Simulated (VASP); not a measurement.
# TaSi2 (P3_1) in VASP: further runs

The runs below take TaSi2 through single point, with PBEsol.

Everything below comes from runs of VASP 6.6.1. Logs are shortened: lines on timing, memory, paths and dates and some standing lists are left out, and cuts for length are marked.

## (1) The cell of the first run

Symmetry: P3_1, No. 144, trigonal system. Conventional cell: a = 4.761 Å, b = 4.761 Å, c = 6.556 Å, α = 90.00°, β = 90.00°, γ = 120.00°. Within 3.1 Å of Ta (site symmetry 1) lie 10 Si at 2.35 to 2.85 Å. Within 3.0 Å of Si (site symmetry 1) lie 5 Si at 2.15 to 2.98 Å and 5 Ta at 2.39 to 2.82 Å. Within 3.0 Å of Si (site symmetry 1) lie 5 Si at 2.15 to 2.98 Å and 5 Ta at 2.35 to 2.85 Å.

## (2) Single point, PBEsol (atoms displaced along a vibrational mode)

INCAR

```
ALGO = Normal ; EDIFF = 1E-6
ENCUT = 520 ; GGA = PS
ISIF = 2 ; ISMEAR = 0
LASPH = True ; LCHARG = False
LREAL = False ; LWAVE = False
NBANDS = 38 ; NELM = 60
PREC = Accurate ; SIGMA = 0.15
```

KPOINTS

```
k-points
0
Gamma
  12 12 6
```

POSCAR

```
TaSi2
1.0
    4.7609902391      0.0000000000      0.0000000000
   -2.3804951195      4.1231384942      0.0000000000
    0.0000000000      0.0000000000      6.5561430408
Ta Si
3 6
Direct
    0.4942376476      0.0000000000      0.0005521434
    0.5057623524      0.5057623524      0.6672188101
    0.0000000000      0.4942376476      0.3338854768
    0.1592827538      0.3185655077      0.0362491707
    0.8466469536      0.1652124612      0.6268601100
    0.6814344923      0.8407172462      0.3695825041
    0.8347875388      0.6814344923     -0.0398065567
    0.1592827538      0.8407172462      0.7029158374
    0.3185655077      0.1533530464      0.2935267766
```

Potentials or basis: VASP PAW PBE potentials, release 64 (Ta_pv, Si).

On the command line:

```sh
cat potpaw_PBE.64/Ta_pv/POTCAR potpaw_PBE.64/Si/POTCAR > POTCAR
mpirun -np 1 vasp_std > vasp.out
```

OUTCAR:

```text
EDIFF = 1E-6
   ENCUT = 520
   GGA = PS
   ISIF = 2
   ISMEAR = 0
   LASPH = True
   LREAL = False
   NELM = 60
   PREC = Accurate

 ion  position               nearest neighbor table
   1  0.494  0.000  0.001-   9 2.35   8 2.39   4 2.70   7 2.73   7 2.73   4 2.75   6 2.81   4 2.82
                             7 2.82   5 2.85   2 3.23   2 3.23   3 3.23   3 3.23
   2  0.506  0.506  0.667-   7 2.35   6 2.39   8 2.70   5 2.73   5 2.73   8 2.75   4 2.81   8 2.82
                             5 2.82   9 2.85   1 3.23   1 3.23   3 3.23   3 3.23
   3  0.000  0.494  0.334-   5 2.35   4 2.39   6 2.70   9 2.73   9 2.73   6 2.75   8 2.81   6 2.82
                             9 2.82   7 2.85   2 3.23   2 3.23   1 3.23   1 3.23
   4  0.159  0.319  0.036-   9 2.15   3 2.39   7 2.67   1 2.70   1 2.75   2 2.81   1 2.82   7 2.83
                             7 2.88   5 2.98
   5  0.847  0.165  0.627-   6 2.15   3 2.35   8 2.67   2 2.73   2 2.73   2 2.82   8 2.83   1 2.85
                             8 2.88   4 2.98
   6  0.681  0.841  0.370-   5 2.15   2 2.39   9 2.67   3 2.70   3 2.75   1 2.81   3 2.82   9 2.83
                             9 2.88   7 2.98
   7  0.835  0.681  0.960-   8 2.15   2 2.35   4 2.67   1 2.73   1 2.73   1 2.82   4 2.83   3 2.85
                             4 2.88   6 2.98
   8  0.159  0.841  0.703-   7 2.15   1 2.39   5 2.67   2 2.70   2 2.75   3 2.81   2 2.82   5 2.83
                             5 2.88   9 2.98
   9  0.319  0.153  0.294-   4 2.15   1 2.35   6 2.67   3 2.73   3 2.73   3 2.82   6 2.83   2 2.85
                             6 2.88   8 2.98

  LATTYP: Found a hexagonal cell.
 ALAT       =     4.7609902391
 C/A-ratio  =     1.3770545016

  Lattice vectors:

 A1 = (   4.7609902391,   0.0000000000,   0.0000000000)
 A2 = (  -2.3804951195,   4.1231384942,   0.0000000000)
 A3 = (   0.0000000000,   0.0000000000,   6.5561430408)

Analysis of symmetry for initial positions (statically):
=====================================================================
 Subroutine PRICEL returns:
 Original cell was already a primitive cell.

 Routine SETGRP: Setting up the symmetry group for a
 hexagonal supercell.

 Subroutine GETGRP returns: Found  3 space group operations
 (whereof  1 operations were pure point group operations)
 out of a pool of 24 trial point group operations.

The static configuration has the point symmetry C_1 .
 The point group associated with its full space group is C_3 .

Analysis of symmetry for dynamics (positions and initial velocities):
=====================================================================
 Subroutine PRICEL returns:
 Original cell was already a primitive cell.

 Routine SETGRP: Setting up the symmetry group for a
 hexagonal supercell.

 Subroutine GETGRP returns: Found  3 space group operations
 (whereof  1 operations were pure point group operations)
 out of a pool of 24 trial point group operations.

The dynamic configuration has the point symmetry C_1 .
 The point group associated with its full space group is C_3 .

 Subroutine INISYM returns: Found  3 space group operations
 (whereof  1 operations are pure point group operations),
 and found     1 'primitive' translations

----------------------------------------------------------------------------------------

                                     Primitive cell

  volume of cell :     128.6985

  direct lattice vectors                    reciprocal lattice vectors
     4.760990239  0.000000000  0.000000000     0.210040338  0.121266846  0.000000000
    -2.380495119  4.123138494  0.000000000     0.000000000  0.242533692  0.000000000
     0.000000000  0.000000000  6.556143041     0.000000000  0.000000000  0.152528704

  length of vectors
     4.760990239  4.760990239  6.556143041     0.242533692  0.242533692  0.152528704

  position of ions in fractional coordinates (direct lattice)
     0.494237648  0.000000000  0.000552143
     0.505762352  0.505762352  0.667218810
     0.000000000  0.494237648  0.333885477
     0.159282754  0.318565508  0.036249171
     0.846646954  0.165212461  0.626860110
     0.681434492  0.840717246  0.369582504
     0.834787539  0.681434492  0.960193443
     0.159282754  0.840717246  0.702915837
     0.318565508  0.153353046  0.293526777

  ion indices of the primitive-cell ions
   primitive index   ion index
                 1           1
                 2           2
                 3           3
                 4           4
                 5           5
                 6           6
                 7           7
                 8           8
                 9           9

----------------------------------------------------------------------------------------

 KPOINTS: k-points

Automatic generation of k-mesh.
 Grid dimensions read from file:
 generate k-points for:   12   12    6

 Generating k-lattice:

  Cartesian coordinates                     Fractional coordinates (reciprocal lattice)
     0.017503362  0.010105570  0.000000000     0.083333333  0.000000000  0.000000000
     0.000000000  0.020211141  0.000000000     0.000000000  0.083333333  0.000000000
     0.000000000  0.000000000  0.025421451     0.000000000  0.000000000  0.166666667

  Length of vectors
     0.020211141  0.020211141  0.025421451

  Shift w.r.t. Gamma in fractional coordinates (k-lattice)
     0.000000000  0.000000000  0.000000000

 Subroutine IBZKPT returns following result:
 ===========================================

 Found    152 irreducible k-points:

 Following reciprocal coordinates:
            Coordinates               Weight
  0.000000  0.000000  0.000000      1.000000
  0.083333  0.000000  0.000000      6.000000
  0.166667 -0.000000  0.000000      6.000000
  0.250000 -0.000000  0.000000      6.000000
  0.333333 -0.000000  0.000000      6.000000
  0.416667  0.000000  0.000000      6.000000
[... 16 lines left out ...]
  0.250000  0.250000  0.000000      6.000000
  0.333333  0.250000  0.000000      6.000000
 [... further k-points ...]
   k-points           NKPTS =    152   k-points in BZ     NKDIM =    152   number of bands    NBANDS=     38
   number of dos      NEDOS =    301   number of ions     NIONS =      9
   total plane-waves  NPLWV =  64800
   dimension x,y,z NGX =    36 NGY =   36 NGZ =   50
   dimension x,y,z NGXF=    72 NGYF=   72 NGZF=  100
   ions per type =               3   6
   NGX,Y,Z   is equivalent  to a cutoff of  12.57, 12.57, 12.68 a.u.
   NGXF,Y,Z  is equivalent  to a cutoff of  25.14, 25.14, 25.36 a.u.
 SYSTEM =  unknown system
   PREC   = accura    normal or accurate (medium, high low for compatibility)
   ISTART =      0    job   : 0-new  1-cont  2-samecut
   ICHARG =      2    charge: 1-file 2-atom 10-const
   ISPIN  =      1    spin polarized calculation?
   LNONCOLLINEAR =      F non collinear calculations
   LSORBIT =      F    spin-orbit coupling
   LASPH  =      T    aspherical Exc in radial PAW
   ENCUT  =  520.0 eV  38.22 Ry    6.18 a.u.   8.85  8.85 12.19*2*pi/ulx,y,z
   NELM   =     60;   NELMIN=  2; NELMDL= -5     # of ELM steps
   EDIFF  = 0.1E-05   stopping-criterion for ELM
   LREAL  =      F    real-space projection
   EDIFFG = 0.1E-04   stopping-criterion for IOM
   NSW    =      0    number of steps for IOM
   IBRION =     -1    ionic relax: 0-MD 1-quasi-New 2-CG
   NFREE  =      0    steps in history (QN), initial steepest desc. (CG)
   ISIF   =      2    stress and relaxation
   ISYM   =      2    0-nonsym 1-usesym 2-fastsym
   POTIM  = 0.5000    time-step for ionic-motion
   TEBEG  =    0.0;   TEEND  =   0.0 temperature during run
   PSTRESS=    0.0 pullay stress
   NELECT =      57.0000    total number of electrons
   NUPDOWN=      -1.0000    fix difference up-down
   EMIN   =  10.00;   EMAX   =-10.00  energy-range for DOS
   EFERMI =   0.00;   METHOD = LEGACY
   ISMEAR =     0;   SIGMA  =   0.15  broadening in eV -4-tet -1-fermi 0-gaus
   EFERMI_NEDOS =   21; number of points for ismear=-14 and -15
   IALGO  =     38    algorithm
   IMIX   =      4    mixing-type and parameters
     AMIX     =   0.40;   BMIX     =  1.00
     AMIX_MAG =   1.60;   BMIX_MAG =  1.00
  volume/ion in A,a.u.               =      14.30        96.50
  Fermi-wavevector in a.u.,A,eV,Ry     =   1.247887  2.358164 21.187289  1.557222
  Thomas-Fermi vector in A             =   2.381999
   LORBIT       =      0    0 simple, 1 ext, 2 COOP (PROOUT), +10 PAW based schemes
   GGA     = PS    functional components
   LHFCALC =     F    Hartree Fock is set to
   AEXX    =    0.0000 exact exchange contribution
   IVDW    =     0    specifies the selected vdW correction
   LEPSILON=     F    determine dielectric tensor
   LRPA    =     F    only Hartree local field effects (RPA)
 non-spin polarized calculation
 Gauss-broadening in eV      SIGMA  =   0.15
  energy-cutoff  :      520.00
  volume of cell :      128.70
 maximum number of plane-waves:      3501
   NGX = 17   NGY = 17   NGZ = 25

 number of electron      57.0000000 magnetization

 Free energy of the ion-electron system (eV)
  ---------------------------------------------------
  ext. energy  EPLUGINS =         0.00000000
  ---------------------------------------------------
  free energy    TOTEN  =       -74.02951424 eV

  energy without entropy =      -73.99624679  energy(sigma->0) =      -74.01288051

 E-fermi :   9.4171     XC(G=0): -12.1667

 val. band max:        9.4066937767   @ k =   0.0000   0.0833   0.3333
 cond. band min:       9.4186042145   @ k =   0.2500   0.0833   0.3333
 fundamental gap:      0.0119104379
 Fermi energy:         9.4171015502

 k-point     1 :       0.0000    0.0000    0.0000
  band No.  band energies     occupation
      1     -24.9702      2.00000
      2     -24.9702      2.00000
      3     -24.9212      2.00000
      4     -24.8862      2.00000
      5     -24.8862      2.00000
      6     -24.7928      2.00000
[... 30 lines left out ...]
     37      13.1989      0.00000
     38      13.3485      0.00000
[... 941 lines left out ...]
     37      12.4192      0.00000
     38      13.1187      0.00000

 [... further k-points ...]

------------------------ aborting loop because EDIFF is reached ----------------------------------------

  FORCE on cell =-STRESS in cart. coord.  units (eV):
  Direction    XX          YY          ZZ          XY          YZ          ZX
  --------------------------------------------------------------------------------------
  -------------------------------------------------------------------------------------
  Total        3.7976449      3.7976449     20.9226169     -0.0000000     -0.0000000      0.0000000
  in kB       47.2771510     47.2771510    260.4671462     -0.0000000     -0.0000000      0.0000000
  external PRESSURE =     118.3404827 kB  Pullay stress =       0.0000000 kB

 VOLUME and BASIS-vectors are now :
 -----------------------------------------------------------------------------
  energy-cutoff  :      520.00
  volume of cell :      128.70
      direct lattice vectors                 reciprocal lattice vectors
     4.760990239  0.000000000  0.000000000     0.210040338  0.121266846  0.000000000
    -2.380495119  4.123138494  0.000000000     0.000000000  0.242533692  0.000000000
     0.000000000  0.000000000  6.556143041     0.000000000  0.000000000  0.152528704

 POSITION                                       TOTAL-FORCE (eV/Angst)
 -----------------------------------------------------------------------------------
      2.35306      0.00000      0.00362         2.743239     -0.125963     -0.466281
      1.20396      2.08533      4.37438        -1.480707     -2.312733     -0.466281
     -1.17653      2.03781      2.18900        -1.262532      2.438697     -0.466281
     -0.00000      1.31349      0.23765        -0.685122      0.543245     -4.673704
      3.63759      0.68119      4.10978        -0.197501      0.384824      5.139985
      1.24298      3.46639      2.42304        -0.127902     -0.864956     -4.673704
      2.35226      2.80965      6.29517        -0.234517     -0.363453      5.139985
     -1.24298      3.46639      4.60842         0.813025      0.321711     -4.673704
      1.15163      0.63230      1.92440         0.432018     -0.021371      5.139985
 -----------------------------------------------------------------------------------
    total drift:                               -0.000000      0.000000      0.000020

  FREE ENERGIE OF THE ION-ELECTRON SYSTEM (eV)
  ---------------------------------------------------
  free  energy   TOTEN  =       -74.0295142427 eV

  energy  without entropy=      -73.9962467869  energy(sigma->0) =      -74.01288051
```

It took 4.3 min on 1 thread of Intel Xeon 6975P-C (Granite Rapids), shared host; peak memory 0.64 GiB.

What came out:

| Property | Result |
| --- | --- |
| Free energy | -74.0295 eV |
| Pressure | 11.8 GPa |
| Largest force | 5.158 eV/Å |
| Band gap on the k mesh | zero (an odd number of electrons rules out a gap without spin polarisation) |

Forces on the atoms (eV/Å):
```
Ta   2.743 -0.126 -0.466
Ta  -1.481 -2.313 -0.466
Ta  -1.263  2.439 -0.466
Si  -0.685  0.543 -4.674
Si  -0.198  0.385  5.140
Si  -0.128 -0.865 -4.674
Si  -0.235 -0.363  5.140
Si   0.813  0.322 -4.674
Si   0.432 -0.021  5.140
```

Caveat: the cell differs from its parent crystal (atoms displaced along a vibrational mode); the cell stands under pressure; the PAW data sets were made with another functional, which shifts forces and pressure a little; spin-orbit coupling is left out, which moves the levels of the heavy elements.

[end of part 1 of 2]
